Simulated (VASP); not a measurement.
# CdH2O2 (P-3m1) in VASP: single point with PBEsol

Aim: the single point of CdH2O2 with PBEsol.

Program: VASP 6.6.1. These are calculated values, not measurements. Logs are shortened: lines on timing, memory, paths and dates and some standing lists are left out, and cuts for length are marked.

## (1) The cell of the first run

Symmetry: P-3m1, No. 164, trigonal system. Conventional cell: a = 3.516 Å, b = 3.516 Å, c = 4.643 Å, α = 90.00°, β = 90.00°, γ = 120.00°. Within 3.1 Å of Cd (site symmetry -3m) lie 6 O at 2.32 Å and 6 H at 2.91 Å. H (site symmetry 3m) has 1 O at 0.97 Å within 1.3 Å. Within 1.3 Å of O (site symmetry 3m) lie 1 H at 0.97 Å.

## (2) Single point, PBEsol

INCAR

```
SYSTEM = CdH2O2
PREC = Accurate
ENCUT = 700
EDIFF = 1E-6
ISMEAR = -1
SIGMA = 0.02
LREAL = .FALSE.
LASPH = .TRUE.
NELM = 120
ALGO = Normal
ISIF = 2
LWAVE = .FALSE.
LCHARG = .FALSE.
GGA = PS
NBANDS = 25
GGA_COMPAT = .FALSE.
```

KPOINTS

```
Automatic mesh
0
G
  7 7 5
  0 0 0
```

POSCAR

```
CdH2O2
1.0
    3.5155260000      0.0000000000      0.0000000000
   -1.7577630000      3.0445348237      0.0000000000
    0.0000000000      0.0000000000      4.6429790000
Cd H O
1 2 2
Direct
    0.0000000000      0.0000000000      0.0000000000
    0.6666670000      0.3333330000      0.5509610000
    0.3333330000      0.6666670000      0.4490390000
    0.6666670000      0.3333330000      0.7593720000
    0.3333330000      0.6666670000      0.2406280000
```

Potentials or basis: VASP PAW PBE potentials, release 64 (Cd_sv_GW, H, O).

Command:

```
cat potpaw_PBE.64/Cd_sv_GW/POTCAR potpaw_PBE.64/H/POTCAR potpaw_PBE.64/O/POTCAR > POTCAR
mpirun -np 1 vasp_std > vasp.out
```

OUTCAR:

```text
SYSTEM = CdH2O2
   PREC = Accurate
   ENCUT = 700
   EDIFF = 1E-6
   ISMEAR = -1
   LREAL = .FALSE.
   LASPH = .TRUE.
   NELM = 120
   ISIF = 2
   GGA = PS

 ion  position               nearest neighbor table
   1  0.000  0.000  0.000-   4 2.32   5 2.32   4 2.32   5 2.32   4 2.32   5 2.32
   2  0.667  0.333  0.551-   4 0.97
   3  0.333  0.667  0.449-   5 0.97
   4  0.667  0.333  0.759-   2 0.97   1 2.32   1 2.32   1 2.32
   5  0.333  0.667  0.241-   3 0.97   1 2.32   1 2.32   1 2.32

  LATTYP: Found a hexagonal cell.
 ALAT       =     3.5155260000
 C/A-ratio  =     1.3207067733

  Lattice vectors:

 A1 = (   3.5155260000,   0.0000000000,   0.0000000000)
 A2 = (  -1.7577630000,   3.0445348237,   0.0000000000)
 A3 = (   0.0000000000,   0.0000000000,   4.6429790000)

Analysis of symmetry for initial positions (statically):
=====================================================================
 Subroutine PRICEL returns:
 Original cell was already a primitive cell.

 Routine SETGRP: Setting up the symmetry group for a
 hexagonal supercell.

 Subroutine GETGRP returns: Found 12 space group operations
 (whereof 12 operations were pure point group operations)
 out of a pool of 24 trial point group operations.

The static configuration has the point symmetry D_3d.

Analysis of symmetry for dynamics (positions and initial velocities):
=====================================================================
 Subroutine PRICEL returns:
 Original cell was already a primitive cell.

 Routine SETGRP: Setting up the symmetry group for a
 hexagonal supercell.

 Subroutine GETGRP returns: Found 12 space group operations
 (whereof 12 operations were pure point group operations)
 out of a pool of 24 trial point group operations.

The dynamic configuration has the point symmetry D_3d.

 Subroutine INISYM returns: Found 12 space group operations
 (whereof 12 operations are pure point group operations),
 and found     1 'primitive' translations

----------------------------------------------------------------------------------------

                                     Primitive cell

  volume of cell :      49.6945

  direct lattice vectors                    reciprocal lattice vectors
     3.515526000  0.000000000  0.000000000     0.284452455  0.164228701  0.000000000
    -1.757763000  3.044534824  0.000000000     0.000000000  0.328457402  0.000000000
     0.000000000  0.000000000  4.642979000     0.000000000  0.000000000  0.215378963

  length of vectors
     3.515526000  3.515526000  4.642979000     0.328457402  0.328457402  0.215378963

  position of ions in fractional coordinates (direct lattice)
     0.000000000  0.000000000  0.000000000
     0.666667000  0.333333000  0.550961000
     0.333333000  0.666667000  0.449039000
     0.666667000  0.333333000  0.759372000
     0.333333000  0.666667000  0.240628000

  ion indices of the primitive-cell ions
   primitive index   ion index
                 1           1
                 2           2
                 3           3
                 4           4
                 5           5

----------------------------------------------------------------------------------------

 KPOINTS: Automatic mesh

Automatic generation of k-mesh.
 Grid dimensions read from file:
 generate k-points for:    7    7    5

 Generating k-lattice:

  Cartesian coordinates                     Fractional coordinates (reciprocal lattice)
     0.040636065  0.023461243  0.000000000     0.142857143  0.000000000  0.000000000
     0.000000000  0.046922486  0.000000000     0.000000000  0.142857143  0.000000000
     0.000000000  0.000000000  0.043075793     0.000000000  0.000000000  0.200000000

  Length of vectors
     0.046922486  0.046922486  0.043075793

  Shift w.r.t. Gamma in fractional coordinates (k-lattice)
     0.000000000  0.000000000  0.000000000

 Subroutine IBZKPT returns following result:
 ===========================================

 Found     32 irreducible k-points:

 Following reciprocal coordinates:
            Coordinates               Weight
  0.000000  0.000000  0.000000      1.000000
  0.142857  0.000000  0.000000      6.000000
  0.285714  0.000000  0.000000      6.000000
  0.428571  0.000000  0.000000      6.000000
  0.142857  0.142857  0.000000      6.000000
  0.285714  0.142857  0.000000     12.000000
[... 16 lines left out ...]
  0.000000  0.142857  0.400000      6.000000
  0.285714  0.000000  0.400000      6.000000
 [... further k-points ...]
   k-points           NKPTS =     32   k-points in BZ     NKDIM =     32   number of bands    NBANDS=     25
   number of dos      NEDOS =    301   number of ions     NIONS =      5
   total plane-waves  NPLWV =  36000
   dimension x,y,z NGX =    30 NGY =   30 NGZ =   40
   dimension x,y,z NGXF=    60 NGYF=   60 NGZF=   80
   ions per type =               1   2   2
   NGX,Y,Z   is equivalent  to a cutoff of  14.19, 14.19, 14.32 a.u.
   NGXF,Y,Z  is equivalent  to a cutoff of  28.37, 28.37, 28.64 a.u.
 SYSTEM =  CdH2O2
   PREC   = accura    normal or accurate (medium, high low for compatibility)
   ISTART =      0    job   : 0-new  1-cont  2-samecut
   ICHARG =      2    charge: 1-file 2-atom 10-const
   ISPIN  =      1    spin polarized calculation?
   LNONCOLLINEAR =      F non collinear calculations
   LSORBIT =      F    spin-orbit coupling
   LASPH  =      T    aspherical Exc in radial PAW
   ENCUT  =  700.0 eV  51.45 Ry    7.17 a.u.   7.58  7.58 10.02*2*pi/ulx,y,z
   NELM   =    120;   NELMIN=  2; NELMDL= -5     # of ELM steps
   EDIFF  = 0.1E-05   stopping-criterion for ELM
   LREAL  =      F    real-space projection
   EDIFFG = 0.1E-04   stopping-criterion for IOM
   NSW    =      0    number of steps for IOM
   IBRION =     -1    ionic relax: 0-MD 1-quasi-New 2-CG
   NFREE  =      0    steps in history (QN), initial steepest desc. (CG)
   ISIF   =      2    stress and relaxation
   ISYM   =      2    0-nonsym 1-usesym 2-fastsym
   POTIM  = 0.5000    time-step for ionic-motion
   TEBEG  =    0.0;   TEEND  =   0.0 temperature during run
   PSTRESS=    0.0 pullay stress
   NELECT =      34.0000    total number of electrons
   NUPDOWN=      -1.0000    fix difference up-down
   EMIN   =  10.00;   EMAX   =-10.00  energy-range for DOS
   EFERMI =   0.00;   METHOD = LEGACY
   ISMEAR =    -1;   SIGMA  =   0.02  broadening in eV -4-tet -1-fermi 0-gaus
   EFERMI_NEDOS =   21; number of points for ismear=-14 and -15
   IALGO  =     38    algorithm
   IMIX   =      4    mixing-type and parameters
     AMIX     =   0.40;   BMIX     =  1.00
     AMIX_MAG =   1.60;   BMIX_MAG =  1.00
  volume/ion in A,a.u.               =       9.94        67.07
  Fermi-wavevector in a.u.,A,eV,Ry     =   1.442553  2.726030 28.313172  2.080959
  Thomas-Fermi vector in A             =   2.561060
   LORBIT       =      0    0 simple, 1 ext, 2 COOP (PROOUT), +10 PAW based schemes
   GGA     = PS    functional components
   LHFCALC =     F    Hartree Fock is set to
   AEXX    =    0.0000 exact exchange contribution
   IVDW    =     0    specifies the selected vdW correction
   LEPSILON=     F    determine dielectric tensor
   LRPA    =     F    only Hartree local field effects (RPA)
 non-spin polarized calculation
  energy-cutoff  :      700.00
  volume of cell :       49.69
 maximum number of plane-waves:      2107
   NGX = 15   NGY = 15   NGZ = 21

 number of electron      34.0000007 magnetization

 Free energy of the ion-electron system (eV)
  ---------------------------------------------------
  ext. energy  EPLUGINS =         0.00000000
  ---------------------------------------------------
  free energy    TOTEN  =       -23.59897717 eV

  energy without entropy =      -23.59897717  energy(sigma->0) =      -23.59897717

 E-fermi :   1.8303     XC(G=0): -10.3371

 val. band max:        1.4055417836   @ k =   0.4286   0.0000   0.0000
 cond. band min:       3.0352414619   @ k =   0.0000   0.0000   0.0000
 fundamental gap:      1.6296996783
 Fermi energy:         1.8302750565

 k-point     1 :       0.0000    0.0000    0.0000
  band No.  band energies     occupation
      1     -98.1553      2.00000
      2     -59.3089      2.00000
      3     -59.2556      2.00000
      4     -59.2556      2.00000
      5     -17.0837      2.00000
      6     -16.0597      2.00000
[... 17 lines left out ...]
     24      16.1492      0.00000
     25      18.5707      0.00000

 k-point     2 :       0.1429    0.0000    0.0000
  band No.  band energies     occupation
      1     -98.1552      2.00000
      2     -59.3087      2.00000
      3     -59.2567      2.00000
      4     -59.2559      2.00000
      5     -17.0056      2.00000
      6     -16.0914      2.00000
[... 17 lines left out ...]
     24      16.6738      0.00000
     25      17.7970      0.00000

 k-point     3 :       0.2857    0.0000    0.0000
  band No.  band energies     occupation
      1     -98.1551      2.00000
      2     -59.3085      2.00000
      3     -59.2593      2.00000
      4     -59.2566      2.00000
      5     -16.8085      2.00000
      6     -16.1795      2.00000
[... 17 lines left out ...]
     24      14.9210      0.00000
     25      16.5115      0.00000

 k-point     4 :       0.4286    0.0000    0.0000
  band No.  band energies     occupation
      1     -98.1550      2.00000
      2     -59.3082      2.00000
      3     -59.2613      2.00000
      4     -59.2571      2.00000
      5     -16.5925      2.00000
      6     -16.3029      2.00000
[... 17 lines left out ...]
     24      14.8912      0.00000
     25      16.1696      0.00000
[... 477 lines left out ...]
 k-point    22 :       0.1429    0.0000    0.4000
  band No.  band energies     occupation
      1     -98.1552      2.00000
      2     -59.3088      2.00000
      3     -59.2567      2.00000
      4     -59.2559      2.00000
      5     -16.7559      2.00000
      6     -16.3737      2.00000
[... 17 lines left out ...]
     24      14.7370      0.00000
     25      16.8087      0.00000

 k-point    23 :       0.0000    0.1429    0.4000
  band No.  band energies     occupation
      1     -98.1552      2.00000
      2     -59.3088      2.00000
      3     -59.2567      2.00000
      4     -59.2559      2.00000
      5     -16.7613      2.00000
      6     -16.3674      2.00000
[... 17 lines left out ...]
     24      15.3672      0.00000
     25      16.8885      0.00000

 k-point    24 :       0.2857    0.0000    0.4000
  band No.  band energies     occupation
      1     -98.1551      2.00000
      2     -59.3085      2.00000
      3     -59.2593      2.00000
      4     -59.2566      2.00000
      5     -16.6387      2.00000
      6     -16.3540      2.00000
[... 17 lines left out ...]
     24      14.6469      0.00000
     25      16.5619      0.00000

 [... further k-points ...]

------------------------ aborting loop because EDIFF is reached ----------------------------------------

  FORCE on cell =-STRESS in cart. coord.  units (eV):
  Direction    XX          YY          ZZ          XY          YZ          ZX
  --------------------------------------------------------------------------------------
  -------------------------------------------------------------------------------------
  Total       -0.5583895     -0.5583895      0.5911669      0.0000000     -0.0000000      0.0000000
  in kB      -18.0027924    -18.0027924     19.0595524      0.0000000     -0.0000000      0.0000000
  external PRESSURE =      -5.6486774 kB  Pullay stress =       0.0000000 kB

 VOLUME and BASIS-vectors are now :
 -----------------------------------------------------------------------------
  energy-cutoff  :      700.00
  volume of cell :       49.69
      direct lattice vectors                 reciprocal lattice vectors
     3.515526000  0.000000000  0.000000000     0.284452455  0.164228701  0.000000000
    -1.757763000  3.044534824  0.000000000     0.000000000  0.328457402  0.000000000
     0.000000000  0.000000000  4.642979000     0.000000000  0.000000000  0.215378963

 POSITION                                       TOTAL-FORCE (eV/Angst)
 -----------------------------------------------------------------------------------
      0.00000      0.00000      0.00000        -0.000000      0.000000      0.000000
      1.75776      1.01484      2.55810        -0.000000      0.000000     -0.614382
     -0.00000      2.02969      2.08488        -0.000000     -0.000000      0.614382
      1.75776      1.01484      3.52575         0.000000     -0.000000      0.772433
     -0.00000      2.02969      1.11723        -0.000000      0.000000     -0.772433
 -----------------------------------------------------------------------------------
    total drift:                               -0.000000      0.000000      0.000000

  FREE ENERGIE OF THE ION-ELECTRON SYSTEM (eV)
  ---------------------------------------------------
  free  energy   TOTEN  =       -23.5989771661 eV

  energy  without entropy=      -23.5989771661  energy(sigma->0) =      -23.59897717
```

Run time: 68 s. Hardware: 1 thread of Intel Xeon Platinum 8488C (Sapphire Rapids), shared host; peak memory 0.23 GiB.

Results:

```
Free energy            : -23.5990 eV
Pressure               : -0.6 GPa
Largest force          : 0.772 eV/Å
Band gap on the k mesh : 1.63 eV (least direct gap 1.96 eV)
```

Forces on the atoms (eV/Å):
```
Cd   0.000  0.000  0.000
H    0.000  0.000 -0.614
H    0.000  0.000  0.614
O    0.000  0.000  0.772
O    0.000  0.000 -0.772
```

Levels at points of the mesh, in eV from the valence-band top:
```tsv
k point	band 14	band 15	band 16	band 17	band 18	band 19	band 20	band 21
(0.00, 0.00, 0.00)	-1.05	-1.05	-0.33	-0.33	1.63	6.12	10.00	12.80
```

Caveat: the PAW data sets were made with another functional, which shifts forces and pressure a little.
